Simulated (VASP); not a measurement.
# Pb8F15 (a cell with a defect) in VASP: notebook

The runs below take Pb8F15 (a cell with a defect) through single point, with PBE+D3(BJ).

Everything below comes from runs of VASP 6.6.1. Logs are shortened: lines on timing, memory, paths and dates and some standing lists are left out, and cuts for length are marked.

### 1 The cell of the first run

The cell holds a defect, 23 atoms: a = 7.521 Å, b = 7.521 Å, c = 8.674 Å, α = 90.10°, β = 90.10°, γ = 109.57°.

### 2 Single point, PBE+D3(BJ)

INCAR

```
SYSTEM = Pb8F15
PREC     = Accurate       ! precision mode
ENCUT    = 520            ! plane-wave cutoff, eV
EDIFF    = 1E-7           ! SCF threshold, eV
ISMEAR   = -1             ! smearing method
SIGMA    = 0.05           ! smearing width, eV
LREAL    = Auto         
LASPH    = .TRUE.         ! aspherical terms in the spheres
NELM     = 80             ! most SCF steps
ALGO     = Normal         ! electronic algorithm
ISIF     = 2              ! what is computed and relaxed
LWAVE    = .FALSE.        ! write WAVECAR
LCHARG   = .TRUE.         ! write CHGCAR
GGA      = PE             ! functional
IVDW     = 12             ! dispersion correction
LELF     = .TRUE.         ! ELF
LVHAR    = .TRUE.       
NBANDS   = 126            ! bands
```

KPOINTS

```
regular mesh
0
G
  1 1 1
  0 0 0
```

POSCAR

```
Pb8F15
1.0
   -6.1445370000     -3.0620910000     -3.0715110000
    6.1445370000     -3.0620910000     -3.0715110000
    0.0000000000     -6.1241820000      6.1430210000
Pb F
8 15
Direct
    0.7652776440      0.2814332143      0.4887634138
    0.2653535892      0.2269292132      0.2530273041
    0.7606880960      0.2745163959      0.9943384508
    0.2526627224      0.2472758234      0.7444165896
    0.2739334847      0.7636042280      0.5065762428
    0.7654731044      0.7877530581      0.2479482397
    0.2764131479      0.7688017526      0.9890230010
    0.7517699714      0.7620718054      0.7432957936
    0.5968675537      0.4022882062      0.2454359031
    0.1787992252      0.3976440300      0.5240991036
    0.8715780558      0.6176777213      0.4937742360
    0.8596969817      0.1470151311      0.2267332845
    0.5957327027      0.3624848600      0.7126258862
    0.1842896220      0.3820913441      0.9796393936
    0.8979535658      0.6233193664      0.9598545317
    0.8706510196      0.1665133441      0.7618990318
    0.1384142633      0.8976903487      0.2151558188
    0.6488240419      0.9041402684      0.5024151735
    0.3648453956      0.0959886859      0.4709827543
    0.4146148346      0.7360385644      0.2309034223
    0.6568336135      0.9297427033      0.9728579163
    0.3938013545      0.1295666367      1.0208056495
    0.4212048415      0.7180864454      0.7356715401
```

Potentials or basis: VASP PAW PBE potentials, release 64 (Pb_d, F).

Command:

```sh
> cat potpaw_PBE.64/Pb_d/POTCAR potpaw_PBE.64/F/POTCAR > POTCAR
> mpirun -np 1 vasp_gam > vasp.out
```

OUTCAR:

```text
SYSTEM = Pb8F15
   PREC = Accurate
   ENCUT = 520
   EDIFF = 1E-7
   ISMEAR = -1
   LREAL = Auto
   LASPH = .TRUE.
   NELM = 80
   ISIF = 2
   GGA = PE
   IVDW = 12
 IVDW          = 12

 ion  position               nearest neighbor table
   1  0.765  0.281  0.489-  11 2.38  13 2.51  18 2.68  12 2.68  16 2.73   9 2.77  19 2.87  10 2.95

   2  0.265  0.227  0.253-  17 2.36  19 2.37   9 2.40  22 2.45  14 2.80  10 2.86  12 2.91   6 4.09

   3  0.761  0.275  0.994-  16 2.42  21 2.45  12 2.45  15 2.50  22 2.62   9 2.83  13 2.91  14 3.02

   4  0.253  0.247  0.744-  10 2.38  14 2.41  13 2.45  16 2.73  19 2.88  22 2.88
   5  0.274  0.764  0.507-  23 2.35  19 2.38  10 2.61  20 2.65  18 2.66  11 2.85  17 3.02   8 4.14

   6  0.765  0.788  0.248-  20 2.54  12 2.56  18 2.63  17 2.66  11 2.74   9 2.75  21 2.84   2 4.09

   7  0.276  0.769  0.989-  20 2.39  23 2.54  17 2.56  22 2.57  15 2.70  21 2.71  14 2.76
   8  0.752  0.762  0.743-  23 2.40  15 2.57  18 2.58  21 2.58  11 2.71  13 2.85  16 2.87   5 4.14

   9  0.597  0.402  0.245-   2 2.40   6 2.75   1 2.77   3 2.83
  10  0.179  0.398  0.524-   4 2.38   5 2.61   2 2.86   1 2.95
  11  0.872  0.618  0.494-   1 2.38   8 2.71   6 2.74   5 2.85
  12  0.860  0.147  0.227-   3 2.45   6 2.56   1 2.68   2 2.91
  13  0.596  0.362  0.713-   4 2.45   1 2.51   8 2.85   3 2.91
  14  0.184  0.382  0.980-   4 2.41   7 2.76   2 2.80   3 3.02
  15  0.898  0.623  0.960-   3 2.50   8 2.57   7 2.70
  16  0.871  0.167  0.762-   3 2.42   1 2.73   4 2.73   8 2.87
  17  0.138  0.898  0.215-   2 2.36   7 2.56   6 2.66   5 3.02
  18  0.649  0.904  0.502-   8 2.58   6 2.63   5 2.66   1 2.68
  19  0.365  0.096  0.471-   2 2.37   5 2.38   1 2.87   4 2.88
  20  0.415  0.736  0.231-   7 2.39   6 2.54   5 2.65
  21  0.657  0.930  0.973-   3 2.45   8 2.58   7 2.71   6 2.84
  22  0.394  0.130  0.021-   2 2.45   7 2.57   3 2.62   4 2.88
  23  0.421  0.718  0.736-   5 2.35   8 2.40   7 2.54

  LATTYP: Found a base centered monoclinic cell.
 ALAT       =     8.6742333645
 B/A-ratio  =     1.4167331548
 C/A-ratio  =     0.9999999184
 COS(beta)  =    -0.0030715159

  Lattice vectors:

 A1 = (  -6.1445370000,  -3.0620910000,  -3.0715110000)
 A2 = (   6.1445370000,  -3.0620910000,  -3.0715110000)
 A3 = (   0.0000000000,  -6.1241820000,   6.1430210000)

Analysis of symmetry for initial positions (statically):
=====================================================================
 Subroutine PRICEL returns:
 Original cell was already a primitive cell.

 Routine SETGRP: Setting up the symmetry group for a
 base centered monoclinic supercell.

 Subroutine GETGRP returns: Found  1 space group operations
 (whereof  1 operations were pure point group operations)
 out of a pool of  4 trial point group operations.

The static configuration has the point symmetry C_1 .

Analysis of symmetry for dynamics (positions and initial velocities):
=====================================================================
 Subroutine PRICEL returns:
 Original cell was already a primitive cell.

 Routine SETGRP: Setting up the symmetry group for a
 base centered monoclinic supercell.

 Subroutine GETGRP returns: Found  1 space group operations
 (whereof  1 operations were pure point group operations)
 out of a pool of  4 trial point group operations.

The dynamic configuration has the point symmetry C_1 .

 Subroutine INISYM returns: Found  1 space group operations
 (whereof  1 operations are pure point group operations),
 and found     1 'primitive' translations

----------------------------------------------------------------------------------------

                                     Primitive cell

  volume of cell :     462.3270

  direct lattice vectors                    reciprocal lattice vectors
    -6.144537000 -3.062091000 -3.071511000    -0.081373096 -0.081643550 -0.081393171
     6.144537000 -3.062091000 -3.071511000     0.081373096 -0.081643550 -0.081393171
     0.000000000 -6.124182000  6.143021000     0.000000000 -0.081643563  0.081393171

  length of vectors
     7.521031582  7.521031582  8.674232656     0.141110235  0.141110235  0.115284516

  position of ions in fractional coordinates (direct lattice)
     0.765277644  0.281433214  0.488763414
     0.265353589  0.226929213  0.253027304
     0.760688096  0.274516396  0.994338451
     0.252662722  0.247275823  0.744416590
     0.273933485  0.763604228  0.506576243
     0.765473104  0.787753058  0.247948240
[... 15 lines left out ...]
     0.393801354  0.129566637  0.020805649
     0.421204841  0.718086445  0.735671540

  ion indices of the primitive-cell ions
   primitive index   ion index
                 1           1
                 2           2
                 3           3
                 4           4
                 5           5
                 6           6
[... 15 lines left out ...]
                22          22
                23          23

[... 36 lines left out ...]
   NGXF,Y,Z  is equivalent  to a cutoff of  24.76, 24.76, 26.83 a.u.
 SYSTEM =  Pb8F15
   PREC   = accura    normal or accurate (medium, high low for compatibility)
   ISTART =      0    job   : 0-new  1-cont  2-samecut
   ICHARG =      2    charge: 1-file 2-atom 10-const
   ISPIN  =      1    spin polarized calculation?
   LNONCOLLINEAR =      F non collinear calculations
   LSORBIT =      F    spin-orbit coupling
   LASPH  =      T    aspherical Exc in radial PAW
   ENCUT  =  520.0 eV  38.22 Ry    6.18 a.u.  13.98 13.98 16.13*2*pi/ulx,y,z
   NELM   =     80;   NELMIN=  2; NELMDL= -5     # of ELM steps
   EDIFF  = 0.1E-06   stopping-criterion for ELM
   LREAL  =      T    real-space projection
   EDIFFG = 0.1E-05   stopping-criterion for IOM
   NSW    =      0    number of steps for IOM
   IBRION =     -1    ionic relax: 0-MD 1-quasi-New 2-CG
   NFREE  =      0    steps in history (QN), initial steepest desc. (CG)
   ISIF   =      2    stress and relaxation
   ISYM   =      2    0-nonsym 1-usesym 2-fastsym
   POTIM  = 0.5000    time-step for ionic-motion
   TEBEG  =    0.0;   TEEND  =   0.0 temperature during run
   PSTRESS=    0.0 pullay stress
   NELECT =     217.0000    total number of electrons
   NUPDOWN=      -1.0000    fix difference up-down
   EMIN   =  10.00;   EMAX   =-10.00  energy-range for DOS
   EFERMI =   0.00;   METHOD = LEGACY
   ISMEAR =    -1;   SIGMA  =   0.05  broadening in eV -4-tet -1-fermi 0-gaus
   EFERMI_NEDOS =   21; number of points for ismear=-14 and -15
   IALGO  =     38    algorithm
   IMIX   =      4    mixing-type and parameters
     AMIX     =   0.40;   BMIX     =  1.00
     AMIX_MAG =   1.60;   BMIX_MAG =  1.00
  volume/ion in A,a.u.               =      20.10       135.65
  Fermi-wavevector in a.u.,A,eV,Ry     =   1.272267  2.404236 22.023257  1.618664
  Thomas-Fermi vector in A             =   2.405155
   LORBIT       =      0    0 simple, 1 ext, 2 COOP (PROOUT), +10 PAW based schemes
   GGA     = PE    functional components
   LHFCALC =     F    Hartree Fock is set to
   AEXX    =    0.0000 exact exchange contribution
   IVDW    =    12    specifies the selected vdW correction
   LEPSILON=     F    determine dielectric tensor
   LRPA    =     F    only Hartree local field effects (RPA)
 non-spin polarized calculation
  energy-cutoff  :      520.00
  volume of cell :      462.33
 maximum number of plane-waves:      6184
 NGX is ok and might be reduce to    54
   NGX = 27   NGY = 27   NGZ = 33

 number of electron     216.9999954 magnetization

 Free energy of the ion-electron system (eV)
  ---------------------------------------------------
  ext. energy  EPLUGINS =         0.00000000
  ---------------------------------------------------
  free energy    TOTEN  =      -106.84220353 eV

  energy without entropy =     -106.77288727  energy(sigma->0) =     -106.80754540

 E-fermi :   4.2446     XC(G=0):  -8.7875

 val. band max:        0.9425592921   @ k =   0.0000   0.0000   0.0000
 cond. band min:       4.2446212652   @ k =   0.0000   0.0000   0.0000
 fundamental gap:      3.3020619731
 Fermi energy:         4.2446210567

 k-point     1 :       0.0000    0.0000    0.0000
  band No.  band energies     occupation
      1     -20.2541      2.00000
      2     -20.1013      2.00000
      3     -19.8790      2.00000
      4     -19.8263      2.00000
      5     -19.7736      2.00000
      6     -19.6829      2.00000
[... 112 lines left out ...]
    119       6.9506      0.00000
    120       7.0596      0.00000
 [bands above 120 left out]

------------------------ aborting loop because EDIFF is reached ----------------------------------------

 Edisp (eV)   -3.28905

 E8    (eV) :    -1.4398

  FORCE on cell =-STRESS in cart. coord.  units (eV):
  Direction    XX          YY          ZZ          XY          YZ          ZX
  --------------------------------------------------------------------------------------
  -------------------------------------------------------------------------------------
  Total      -5.27924    -3.96584    -4.33188     0.12648    -0.38543    -1.37716
  in kB     -18.29501   -13.74347   -15.01198     0.43832    -1.33569    -4.77249
  external pressure =      -15.68 kB  Pullay stress =        0.00 kB

 VOLUME and BASIS-vectors are now :
 -----------------------------------------------------------------------------
  energy-cutoff  :      520.00
  volume of cell :      462.33
      direct lattice vectors                 reciprocal lattice vectors
    -6.144537000 -3.062091000 -3.071511000    -0.081373096 -0.081643550 -0.081393171
     6.144537000 -3.062091000 -3.071511000     0.081373096 -0.081643550 -0.081393171
     0.000000000 -6.124182000  6.143021000     0.000000000 -0.081643563  0.081393171

 POSITION                                       TOTAL-FORCE (eV/Angst)
 -----------------------------------------------------------------------------------
     -2.97300     -6.19840     -0.21250        -0.031065     -0.001073      0.419367
     -0.23610     -3.05700      0.04230         0.519221      0.204745     -0.783661
     -2.98730     -9.25940      2.92860        -0.117824      0.330966      0.094585
     -0.03310     -6.08980      3.03740        -0.029592     -0.026129      0.557992
      3.00880     -6.27940     -0.07490        -0.092399      0.472563     -0.312581
      0.13690     -6.27460     -3.24760         0.314541      0.355429      0.117076
[... 15 lines left out ...]
     -1.62360     -1.73002     -1.47972        -0.160096      0.090263     -0.176159
      1.82420     -7.99400      1.01990        -0.124719      0.138843      0.367095
 -----------------------------------------------------------------------------------
    total drift:                                0.004636     -0.001824      0.010232

  FREE ENERGIE OF THE ION-ELECTRON SYSTEM (eV)
  ---------------------------------------------------
  free  energy   TOTEN  =      -110.1312573692 eV

  energy  without entropy=     -110.0619411110  energy(sigma->0) =     -110.09659924
```

Wall time 2.2 min (1 thread of Intel Xeon Platinum 8259CL at 2.50GHz (Skylake/Cascade Lake), shared host); peak memory 0.45 GiB.

What came out:

| Quantity | Value |
| --- | --- |
| Free energy | -110.1313 eV |
| Pressure | -1.6 GPa |
| Largest force | 0.962 eV/Å |
| Dispersion energy per atom | -0.143 eV |

Forces in eV/Å, atoms in the order of the input:
```
Pb  -0.031 -0.001  0.419
Pb   0.519  0.205 -0.784
Pb  -0.118  0.331  0.095
Pb  -0.030 -0.026  0.558
Pb  -0.092  0.473 -0.313
Pb   0.315  0.355  0.117
Pb   0.124 -0.320  0.144
Pb   0.064 -0.428 -0.242
F   -0.255 -0.376 -0.080
F    0.262  0.341 -0.100
F    0.193 -0.065 -0.262
F   -0.190 -0.294  0.200
F   -0.057 -0.275 -0.136
F    0.373 -0.235  0.042
F    0.335 -0.193  0.026
F   -0.174  0.254 -0.544
F    0.212  0.329  0.615
F   -0.320  0.139 -0.314
F   -0.011 -0.409 -0.192
F   -0.287 -0.159  0.124
F   -0.548  0.124  0.434
F   -0.160  0.090 -0.176
F   -0.125  0.139  0.367
```

Stress tensor (GPa, compression positive):
```
-1.83  0.04 -0.48
 0.04 -1.37 -0.13
-0.48 -0.13 -1.50
```

Caveat: the k points lie up to 0.89 Å⁻¹ apart; spin-orbit coupling is left out, which moves the levels of the heavy elements; an odd number of electrons without spin polarisation forces a metal; a magnetic or distorted state may lie lower.

### 3 Single point, PBE+D3(BJ)

INCAR

```
  PREC = Accurate
  ENCUT = 520
  EDIFF = 1E-7
  ISMEAR = -1
  SIGMA = 0.05
  LREAL = Auto
  LASPH = True
  NELM = 60
  ALGO = Normal
  ISIF = 2
  LWAVE = False
  LCHARG = True
  GGA = PE
  IVDW = 12
  LELF = True
  LVHAR = True
  NBANDS = 126
```

KPOINTS

```
regular mesh
0
Gamma
  1 1 1
```

POSCAR

```
Pb8F15
1.0
   -6.1445370000     -3.0620910000     -3.0715110000
    6.1445370000     -3.0620910000     -3.0715110000
    0.0000000000     -6.1241820000      6.1430210000
Pb F
8 15
Direct
    0.7817178454      0.2494889729      0.5208452137
    0.2990278651      0.2646721439      0.2394767621
    0.7646301993      0.2739992535      1.0106528676
    0.2873658204      0.2721978753      0.7559319830
    0.2884939757      0.7626875561      0.4739712981
    0.7672747702      0.7982128214      0.2270726989
    0.2630367657      0.7338615000      1.0073356397
    0.7498172376      0.7537556954      0.7228594535
    0.6496758038      0.4701993029      0.1840965070
    0.1861153105      0.3973273188      0.5045319646
    0.9296550127      0.6571527884      0.5386433835
    0.7438330558      0.1380917282      0.2588045320
    0.6220848669      0.2604140038      0.7535876874
    0.1625384450      0.3519424635      1.0255920938
    0.9767694361      0.6048292883      0.8916130808
    0.9573808694      0.0989435290      0.7098806937
    0.1144658444      0.9026456536      0.2312818326
    0.6642025101      0.9053923670      0.4761546364
    0.4493494640      0.1245243389      0.4359841352
    0.3760306177      0.6461404730      0.2383696472
    0.7049014280      0.9199379718      0.9829710968
    0.4166930974      0.1275744868      1.0361878743
    0.3743821539      0.7242539181      0.7588730008
```

Potentials or basis: VASP PAW PBE potentials, release 64 (Pb_d, F).

Command:

```sh
> cat potpaw_PBE.64/Pb_d/POTCAR potpaw_PBE.64/F/POTCAR > POTCAR
> mpirun -np 1 vasp_gam > vasp.out
```

Run time: 2.3 min. Hardware: 1 thread of Intel Xeon Platinum 8259CL at 2.50GHz (Skylake/Cascade Lake), shared host; peak memory 0.45 GiB.

The run converged. Its results:

| Item | Value |
| --- | --- |
| Free energy | -109.2527 eV |
| Pressure | -0.5 GPa |
| Largest force | 1.017 eV/Å |
| Dispersion energy per atom | -0.143 eV |

Forces on the atoms (eV/Å):
```
Pb  -0.140 -0.045 -0.254
Pb  -0.500 -0.447  0.369
Pb  -0.259  0.243  0.071
Pb  -0.038  0.066 -0.063
Pb   0.338 -0.254  0.533
Pb   0.459 -0.402 -0.200
Pb   0.537  0.059 -0.775
Pb  -0.208 -0.420 -0.020
F   -0.197  0.182  0.119
F   -0.033 -0.137 -0.042
F   -0.045  0.328 -0.234
F   -0.539  0.118 -0.630
F    0.146  0.191  0.080
F    0.435  0.530 -0.490
F    0.563  0.352  0.347
F    0.424  0.230  0.019
F   -0.034  0.049  0.182
F   -0.534 -0.180  0.847
F    0.300 -0.325  0.468
F   -0.294 -0.578  0.273
F   -0.212 -0.017  0.233
F   -0.064  0.133 -0.317
F   -0.107  0.325 -0.514
```

Stress tensor (GPa, compression positive):
```
-0.55  0.26  0.18
 0.26 -0.70 -1.29
 0.18 -1.29 -0.32
```

Levels at points of the mesh, in eV from the Fermi level:
```csv
k point,band 106,band 107,band 108,band 109,band 110,band 111,band 112,band 113
"(0.00, 0.00, 0.00)",-3.69,-3.51,-3.42,0.00,0.43,0.72,1.03,1.30
```

Caveat: the k points lie up to 0.89 Å⁻¹ apart; spin-orbit coupling is left out, which moves the levels of the heavy elements; an odd number of electrons without spin polarisation forces a metal; a magnetic or distorted state may lie lower.

### 4 Single point, PBE+D3(BJ)

INCAR

```
SYSTEM = Pb8F15
ALGO = Normal
EDIFF = 1E-7
ENCUT = 520
GGA = PE
ISIF = 2
ISMEAR = -1
IVDW = 12
LASPH = .True.
LCHARG = .False.
LREAL = Auto
LWAVE = .False.
NBANDS = 126
NELM = 60
PREC = Accurate
SIGMA = 0.05
```

KPOINTS

```
k-points
0
Gamma
  1 1 1
  0 0 0
```

POSCAR

```
Pb8F15
1.0
   -6.1445370000     -3.0620910000     -3.0715110000
    6.1445370000     -3.0620910000     -3.0715110000
    0.0000000000     -6.1241820000      6.1430210000
Pb F
8 15
Direct
    0.8102421236      0.2262925112      0.5250230355
    0.3216706120      0.2798611152      0.2577740361
    0.7624151102      0.2642815649      1.0005191471
    0.2982107407      0.2750845067      0.7518910742
    0.2710624156      0.7411059681      0.4585181012
    0.7891439934      0.7864749558      0.2399032877
    0.2537070694      0.7250037675      0.9991372488
    0.7621716579      0.7207527520      0.7361392118
    0.6483754097      0.4610708171      0.1699450953
    0.1507104910      0.3147912020      0.4672283507
    0.9195070658      0.5913944675      0.5079179575
    0.8478761754      0.1462610660      0.2357966011
    0.6546989571      0.3872581394      0.7564165389
    0.2335220219      0.3955684055      1.0080314177
    0.9990042401      0.6505971917      0.8704624229
    0.8721839038      0.1079766088      0.7651404409
    0.1426859313      0.9413140460      0.2348547815
    0.6472837056      0.8099647994      0.4714870440
    0.4025968190      0.0853068425      0.5046379401
    0.4311802448      0.6685130170      0.2537708971
    0.6565557233      0.8282529561      0.9939744942
    0.3638692817      0.1031498817      0.9294375678
    0.4453992531      0.6346893493      0.7608478016
```

Command:

```sh
> cat potpaw_PBE.64/Pb_d/POTCAR potpaw_PBE.64/F/POTCAR > POTCAR
> mpirun -np 1 vasp_gam > vasp.out
```

Wall time 2 min (1 thread of Intel Xeon Platinum 8259CL at 2.50GHz (Skylake/Cascade Lake), shared host); peak memory 0.45 GiB.

It converged, with:

```yaml
Free_energy: -108.6987 eV
Pressure: 1.0 GPa
Largest_force: 2.404 eV/Å
Dispersion_energy_per_atom: -0.143 eV
```

Forces in eV/Å, atoms in the order of the input:
```
Pb   0.510  0.365 -0.107
Pb  -0.501  0.647 -0.323
Pb  -0.492  0.054  0.333
Pb   0.444  0.061 -0.242
Pb   0.193 -0.554 -0.141
Pb   0.275  0.446 -0.312
Pb  -1.141 -1.987 -0.728
Pb   0.823 -0.278 -0.624
F   -0.489 -0.008 -0.115
F    0.540 -0.428  0.376
F   -0.059  0.134  0.018
F   -0.086 -0.059  0.403
F    0.044  0.410  0.014
F    0.071  0.379 -0.059
F    0.350  1.173  0.337
F   -0.183  0.002 -0.389
F   -0.583 -0.046  0.131
F    0.277 -0.924  0.284
F   -0.014 -0.126 -0.065
F    0.273  0.392  0.222
F   -0.171 -0.376 -0.170
F   -0.787 -0.257  0.623
F    0.706  0.979  0.534
```

Stress tensor (GPa, compression positive):
```
 1.05  1.60  0.17
 1.60  1.57 -0.48
 0.17 -0.48  0.29
```

Levels at points of the mesh, in eV from the Fermi level:
```
           k point  band 106  band 107  band 108  band 109  band 110  band 111
(0.00, 0.00, 0.00)     -3.98     -3.47     -3.40      0.00      0.25      0.52
```

Caveat: the k points lie up to 0.89 Å⁻¹ apart; spin-orbit coupling is left out, which moves the levels of the heavy elements; an odd number of electrons without spin polarisation forces a metal; a magnetic or distorted state may lie lower.
